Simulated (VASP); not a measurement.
Write the native input for VASP 6.6.1 that does the following.

```yaml
Task: single point
Functional: PBE
Potentials_or_basis: VASP PAW PBE potentials, release 64 (Cu)
Cutoff: 520 eV
k_mesh: 13 × 13 × 13
Occupations: fermi-dirac, width 0.05 eV
Spin: no spin polarisation
Dipole_correction: no
Further_INCAR_settings: ALGO = Fast; EDIFF = 1e-06; NBANDS = 12
```

The structure of Cu lies in POSCAR:

```
Cu
1.0
   -0.0085780000      1.7957520000      1.8016880000
    1.8229500000     -0.0240520000      1.8171630000
    1.7953260000      1.7836020000      0.0035720000
Cu
1
Direct
    0.0014560000     -0.0242930000      0.0293210000
```

This cell differs from its parent crystal: the cell strained at random.

One way to write it, as run:

INCAR

```
ALGO     = Fast           # electronic algorithm
EDIFF    = 1E-6           # SCF threshold, eV
ENCUT    = 520            # plane-wave cutoff, eV
GGA      = PE             # functional
ISIF     = 2              # what is computed and relaxed
ISMEAR   = -1             # smearing method
LASPH    = True           # aspherical terms in the spheres
LCHARG   = True           # write CHGCAR
LELF     = True           # ELF
LREAL    = False          # projectors in reciprocal space
LVHAR    = True         
LWAVE    = False          # write WAVECAR
NBANDS   = 12             # bands
NELM     = 60             # most SCF steps
PREC     = Accurate       # precision mode
SIGMA    = 0.05           # smearing width, eV
```

KPOINTS

```
k-points
0
Gamma
  13 13 13
```

Potentials or basis: VASP PAW PBE potentials, release 64 (Cu).

Run with:

```bash
$ cat potpaw_PBE.64/Cu/POTCAR > POTCAR
$ mpirun -np 1 vasp_std > vasp.out
```

Results of the run:

```json
{"Pressure": "2.3 GPa"}
```

Caveat: the cell differs from its parent crystal (the cell strained at random).

Wall time 2.1 min on 1 thread of AMD EPYC 9R45 96-Core Processor (Zen 5) (shared host), peak memory 0.22 GiB.
